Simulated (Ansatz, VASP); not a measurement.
**Zn: VASP beside Ansatz**

Contents of POSCAR:

```
Zn
1.0
    2.6700000000      0.0000000000      0.0000000000
   -1.3350000000      2.3122878281      0.0000000000
    0.0000000000      0.0000000000      4.9660000000
Zn
2
Direct
    0.6666666667      0.3333333333      0.7500000000
    0.3333333333      0.6666666667      0.2500000000
```

Contents of INCAR.step1:

```
SYSTEM = Zn
PREC     = Accurate       ! precision mode
ENCUT    = 520            ! plane-wave cutoff, eV
EDIFF    = 1E-5           ! SCF threshold, eV
ISMEAR   = -1             ! smearing method
SIGMA    = 0.05           ! smearing width, eV
LREAL    = .False.        ! projectors in reciprocal space
LASPH    = .True.         ! aspherical terms in the spheres
NELM     = 60             ! most SCF steps
ALGO     = Normal         ! electronic algorithm
ISIF     = 2              ! what is computed and relaxed
LWAVE    = .True.         ! write WAVECAR
LCHARG   = .False.        ! write CHGCAR
NBANDS   = 19             ! bands
GGA      = PE             ! functional
```

The input INCAR.step2:

```
SYSTEM = Zn
PREC     = Accurate       ! precision mode
ENCUT    = 520            ! plane-wave cutoff, eV
EDIFF    = 1E-7           ! SCF threshold, eV
ISMEAR   = -1             ! smearing method
SIGMA    = 0.05           ! smearing width, eV
LREAL    = .False.        ! projectors in reciprocal space
LASPH    = .True.         ! aspherical terms in the spheres
NELM     = 60             ! most SCF steps
ALGO     = Normal         ! electronic algorithm
ISIF     = 2              ! what is computed and relaxed
LWAVE    = .False.        ! write WAVECAR
LCHARG   = .False.        ! write CHGCAR
GGA      = PE             ! functional
LHFCALC  = .True.         ! exact exchange
AEXX     = 0.25           ! exact-exchange fraction
PRECFOCK = Normal       
IVDW     = 12             ! dispersion correction
NBANDS   = 19             ! bands
ISTART   = 1
```

File KPOINTS:

```
Automatic mesh
0
Gamma
  7 7 4
  0 0 0
```

File input.yaml:

```yaml
crystal:
  lattice:
    - [2.67, 0.0, 0.0]
    - [-1.335, 2.3122878281, 0.0]
    - [0.0, 0.0, 4.966]
  atoms:
    - { symbol: Zn, position: [0.6666666667, 0.3333333333, 0.75] }
    - { symbol: Zn, position: [0.3333333333, 0.6666666667, 0.25] }
hamiltonian:
  xc: pbe0
  pseudopotentials: { kind: paw, partial_waves: polarizable }
  dispersion: d3bj
kpoints:
  mp_grid: { grid: [7, 7, 4] }
scf:
  occupations: { method: fermi_dirac, width: 0.05 }
output:
  forces: true
  stress: true
  eigenvalues: true
  write_density: true
  write_potential: true
  elf: true
  volumetric_format: npy
```

Alike in both runs: functional PBE0; dispersion D3(BJ); k mesh 7 × 7 × 4; occupations fermi-dirac, width 0.05 eV; no spin polarisation.

```csv
,VASP,Ansatz
version,VASP 6.6.1,Ansatz 0.2.0
potentials or method,"VASP PAW PBE potentials, release 64 (Zn)",Ansatz PAW polarizable
plane-wave cutoff (eV),520,420
valence electrons in the cell,24,24
task,single point,electron localisation function
```

```tsv
	VASP	Ansatz	Ansatz less VASP
gap on the k mesh at the Fermi level (eV)	none	none	-
pressure (GPa)	-5.9	-6.0	-0.12
traceless stress, the component that is largest in VASP (GPa)	1.11	1.21	+0.104
```

A gap of «none» marks a metal or a gap that the smearing closes.

The k mesh is coarse, so the values compare programs but aren't converged.
